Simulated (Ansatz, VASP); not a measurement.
## Two plane-wave programs on C

The input POSCAR:

```
C
1.0
    2.5043425914      0.0000000000      0.0000000000
   -1.2521712957      2.1688243040      0.0000000000
    0.0000000000      0.0000000000      8.6909792017
C
2
Direct
    0.6666666667      0.3333333333      0.0000000000
    0.3333333333      0.6666666667      0.0000000000
```

The input INCAR.step1:

```
PREC = Accurate
ENCUT = 520
EDIFF = 1E-5
ISMEAR = -1
SIGMA = 0.05
LREAL = F
LASPH = T
NELM = 60
ALGO = Normal
ISIF = 2
LWAVE = T
LCHARG = F
GGA = PE
NBANDS = 11
```

Contents of INCAR.step2:

```
PREC = Accurate
ENCUT = 520
EDIFF = 1E-7
ISMEAR = -1
SIGMA = 0.05
LREAL = F
LASPH = T
NELM = 60
ALGO = Normal
ISIF = 2
LWAVE = F
LCHARG = F
GGA = PE
LHFCALC = T
HFSCREEN = 0.2079
PRECFOCK = Normal
ISTART = 1
NBANDS = 11
```

Contents of KPOINTS:

```
Automatic mesh
0
Gamma
  8 8 2
```

File input:

```
crystal:
  lattice:
    - [2.5043425914, 0.0, 0.0]
    - [-1.2521712957, 2.168824304, 0.0]
    - [0.0, 0.0, 8.6909792017]
  atoms:
    - { symbol: C, position: [0.6666666667, 0.3333333333, 0.0] }
    - { symbol: C, position: [0.3333333333, 0.6666666667, 0.0] }
hamiltonian:
  xc: hse06
  pseudopotentials: { kind: paw }
kpoints:
  mp_grid: { grid: [8, 8, 2] }
scf:
  occupations: { method: fermi_dirac, width: 0.05 }
output:
  forces: true
  stress: true
  eigenvalues: true
  write_density: true
  write_potential: true
  elf: true
  volumetric_format: npy
```

Alike in both runs: task single point; functional HSE06; k mesh 8 × 8 × 2; occupations fermi-dirac, width 0.05 eV; no spin polarisation.

|  | VASP | Ansatz |
| --- | --- | --- |
| version | VASP 6.6.1 | Ansatz 0.2.0 |
| potentials or method | VASP PAW PBE potentials, release 64 (C) | Ansatz PAW |
| plane-wave cutoff (eV) | 520 | 420 |
| valence electrons in the cell | 8 | 8 |

|  | VASP | Ansatz | Ansatz less VASP |
| --- | --- | --- | --- |
| gap on the k mesh at the Fermi level (eV) | 2.33 | 2.33 | 0.000 |
| least direct gap on the mesh (eV) | 2.33 | 2.33 | 0.000 |
